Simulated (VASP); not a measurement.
A run of VASP 6.6.1 is set up as follows.

The input INCAR:

```
PREC = Accurate
ENCUT = 400
EDIFF = 1E-6
ISMEAR = -1
SIGMA = 0.05
LREAL = Auto
LASPH = True
NELM = 120
ALGO = Normal
ISIF = 2
LWAVE = False
LCHARG = False
GGA = PE
ISYM = -1
NBANDS = 71
GGA_COMPAT = False
```

File KPOINTS:

```
explicit points
1
Reciprocal
  0.25000000   0.25000000   0.25000000 1
```

POSCAR

```
HfSi3
1.0
    6.7792930000     -0.0738530000     -0.2467120000
   -0.0738530000      7.0813630000     -0.0543890000
   -0.2467120000     -0.0543890000      7.0472650000
Si Hf
15 5
Direct
    0.0592819112      0.0115407447      0.8865038066
    0.3604156034      0.3508564669      0.9376202806
    0.9604895448      0.7816397521      0.3719462658
    0.5684872390      0.1189963367      0.4307262059
    0.4713417229      0.6810583020      0.6093154918
    0.5993121879      0.3684811136      0.6686925818
    0.4284961304      0.9636775165      0.8973797060
    0.1210113005      0.4841268566      0.4040332123
    0.1208778569      0.7270467474      0.6709030189
    0.4727870846      0.8041433841      0.2963000259
    0.2728080167      0.0294650570      0.5865721789
    0.5858670142      0.6400581137     -0.0250821356
    0.9112495428      0.4686341330      0.8106399772
    0.9594722294      0.3299056948      0.1213311197
    0.7238356763      0.9374155827      0.7476619715
    0.1555858130      0.6745962277      0.0553473583
    0.7650999527      0.0036358507      0.1340317258
    0.6314086231      0.4669556547      0.2888833236
    0.9324469501      0.1835399725      0.5589395897
    0.2607636922      0.1224914917      0.2119277084
```

Potentials or basis: VASP PAW PBE potentials, release 64 (Si, Hf_pv).

Launch:

```console
$ cat potpaw_PBE.64/Si/POTCAR potpaw_PBE.64/Hf_pv/POTCAR > POTCAR
$ mpirun -np 1 vasp_std > vasp.out
```

Problem. What does it give for the largest force?

Solution. 1.328 eV/Å.

Problem. What does it give for the pressure?

Solution. 2.6 GPa.

Forces in eV/Å, atoms in the order of the input:
```
Si  -0.883  0.295 -0.688
Si   0.480  0.313 -0.500
Si  -0.564  0.276 -0.193
Si   1.086 -0.242  0.725
Si   0.396 -0.188 -0.014
Si  -0.700  0.367  0.623
Si  -0.419  0.170  0.543
Si   0.074 -0.347  0.004
Si  -0.083 -0.453  0.316
Si  -0.489  0.322 -0.477
Si   0.874 -0.094  0.230
Si  -0.060  0.387 -0.328
Si   0.536  0.243 -0.118
Si  -0.755  0.659  0.129
Si   0.831 -0.307 -0.283
Hf   0.156 -0.211  0.136
Hf  -0.611 -0.773 -0.006
Hf   0.204 -0.393  0.514
Hf  -0.327  0.430 -0.827
Hf   0.253 -0.456  0.214
```

Caveat: the atoms stand as in a frame of molecular dynamics.
